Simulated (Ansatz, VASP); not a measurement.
**EuO in VASP and in Ansatz**

The input INCAR:

```
ALGO = Normal ; EDIFF = 1E-6
ENCUT = 600 ; GGA = PE
GGA_COMPAT = F ; ISIF = 2
ISMEAR = -1 ; ISPIN = 2
LASPH = T ; LCHARG = F
LDAU = T ; LDAUJ = 0 0
LDAUL = 3 -1 ; LDAUPRINT = 1
LDAUTYPE = 2 ; LDAUU = 5.3 0
LMAXMIX = 6 ; LORBIT = 11
LREAL = F ; LWAVE = F
MAGMOM = 7 -7 0 0 ; NBANDS = 35
NELM = 200 ; PREC = Accurate
SIGMA = 0.03
```

Contents of KPOINTS:

```
k-points
0
Gamma
  6 6 3
```

POSCAR

```
EuO
1.0
    0.0000000000      2.5719500000      2.5719500000
    2.5719500000      0.0000000000      2.5719500000
    5.1439000000      5.1439000000      0.0000000000
Eu O
2 2
Direct
    0.0000000000      0.0000000000      0.0000000000
    0.0000000000      0.0000000000      0.5000000000
    0.5000000000      0.5000000000      0.2500000000
    0.5000000000      0.5000000000      0.7500000000
```

Input for Ansatz:

```yaml
crystal:
  lattice:
    - [0.0, 2.57195, 2.57195]
    - [2.57195, 0.0, 2.57195]
    - [5.1439, 5.1439, 0.0]
  atoms:
    - { symbol: Eu, position: [0.0, 0.0, 0.0], spin: 7.0 }
    - { symbol: Eu, position: [0.0, 0.0, 0.5], spin: -7.0 }
    - { symbol: O, position: [0.5, 0.5, 0.25] }
    - { symbol: O, position: [0.5, 0.5, 0.75] }
magnetization:
  spin_polarized: true
hamiltonian:
  xc: pbe
  pseudopotentials: { kind: paw }
  hubbard: { sites: [{ species: Eu, l: f, u_eff: 5.3 }] }
basis:
  ecutwfc: 420
kpoints:
  mp_grid: { grid: [6, 6, 3] }
scf:
  occupations: { method: fermi_dirac, width: 0.03 }
  lower_state_search: "off"
output:
  forces: true
  stress: true
```

Alike in both runs: task single point; functional PBE; k mesh 6 × 6 × 3; occupations fermi-dirac, width 0.03 eV; collinear spin; Hubbard terms Eu f U = 5.3 eV.

|  | VASP | Ansatz |
| --- | --- | --- |
| version | VASP 6.6.1 | Ansatz 0.2.0 |
| potentials or method | VASP PAW PBE potentials, release 64 (Eu, O), cutoff 600 eV | PAW, plane waves, scalar-relativistic |
| valence electrons in the cell | 46 | 46 |

```csv
,VASP,Ansatz,Ansatz less VASP
pressure (GPa),1.3,1.8,+0.43
"traceless stress, the component that is largest in VASP (GPa)",0.15,0.15,+0.001
net moment per atom (μB),0.00,0.00,0.000
size of the moment on the site where the two differ most (μB),6.70,6.74,+0.042
```

Site moments also hang on the region over which each program counts them. The programs project onto different local orbitals, so the same U acts differently, and such runs can settle in different states.

Neither program's run includes spin-orbit coupling.
